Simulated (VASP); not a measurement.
Write the native input for VASP 6.6.1 that does the following.

```
Task                   : single point
Functional             : PBEsol
Potentials or basis    : VASP PAW PBE potentials, release 64 (W_sv, Se)
Cutoff                 : 520 eV
k mesh                 : 6 × 6 × 2
Occupations            : tetrahedron
Spin                   : no spin polarisation
Dipole correction      : no
Further INCAR settings : ALGO = Normal; EDIFF = 1e-06; NBANDS = 35
```

The structure of WSe2 lies in POSCAR:

```
WSe2
1.0
    3.2996674443      0.0000000000      0.0000000000
   -1.6498337221      2.8575958308      0.0000000000
    0.0000000000      0.0000000000     13.1487009308
W Se
2 4
Direct
    0.3333333333      0.6666666667      0.2500000000
    0.6666666667      0.3333333333      0.7500000000
    0.6666666667      0.3333333333      0.3766602599
    0.6666666667      0.3333333333      0.1233397401
    0.3333333333      0.6666666667      0.8766602599
    0.3333333333      0.6666666667      0.6233397401
```

These files were run (other wordings do the same):

INCAR

```
ALGO = Normal ; EDIFF = 1E-6
ENCUT = 520 ; GGA = PS
ISIF = 2 ; ISMEAR = -5
LASPH = True ; LCHARG = True
LELF = True ; LREAL = False
LVHAR = True ; LWAVE = False
NBANDS = 35 ; NELM = 60
PREC = Accurate ; SIGMA = 0.1
```

KPOINTS

```
k-points
0
Gamma
  6 6 2
```

Potentials or basis: VASP PAW PBE potentials, release 64 (W_sv, Se).

Launch:

```bash
$ cat potpaw_PBE.64/W_sv/POTCAR potpaw_PBE.64/Se/POTCAR > POTCAR
$ mpirun -np 1 vasp_std > vasp.out
```

It gave:

* Pressure: -1.1 GPa
* Largest force: 0.025 eV/Å
* Band gap on the k mesh: 1.00 eV, indirect (least direct gap 1.48 eV)

Caveat: the PAW data sets were made with another functional, which shifts forces and pressure a little; spin-orbit coupling is left out, which moves the levels of the heavy elements; this functional lacks dispersion, which binds the layers, so the pressure and a relaxed spacing across them are unreliable.

Wall time 55 s on 1 thread of Intel(R) Xeon(R) Platinum 8559C (Emerald Rapids), with other jobs on the host, peak memory 0.27 GiB.
